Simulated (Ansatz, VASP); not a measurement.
## BAs in VASP and in Ansatz

```
B As
1.0
     0.00000    2.43627    2.38850
     2.43627    0.00000    2.38850
     2.43627    2.43627    0.00000
B As
1 1
Cartesian
  0.0000 0.0000 0.0000
  3.6544 3.6544 3.5827
```

Change from the starting cell: equal xx and yy strain of +2 %.

Alike in both runs: task single point; functional LDA; k mesh 13 × 13 × 13; occupations fermi-dirac, width 0.05 eV; no spin polarisation.

|  | VASP | Ansatz |
| --- | --- | --- |
| version | VASP 6.6.1 | Ansatz 0.2.0 |
| potentials or method | VASP PAW LDA potentials, release 64 (B, As), cutoff 520 eV | all-electron LAPW, scalar-relativistic |

Ansatz gave:

```
pressure (GPa)                                                : -8.7
traceless stress, the component that is largest in VASP (GPa) : 2.58
```

Question: What did VASP give for the same quantities?

Answer: Pressure (GPa): -8.0; traceless stress, the component that is largest in VASP (GPa): 2.56.

LDA's correlation is that of Perdew and Zunger in VASP and of Perdew and Wang (1992) in Ansatz. Ansatz ran all-electron here, and VASP with PAW potentials.
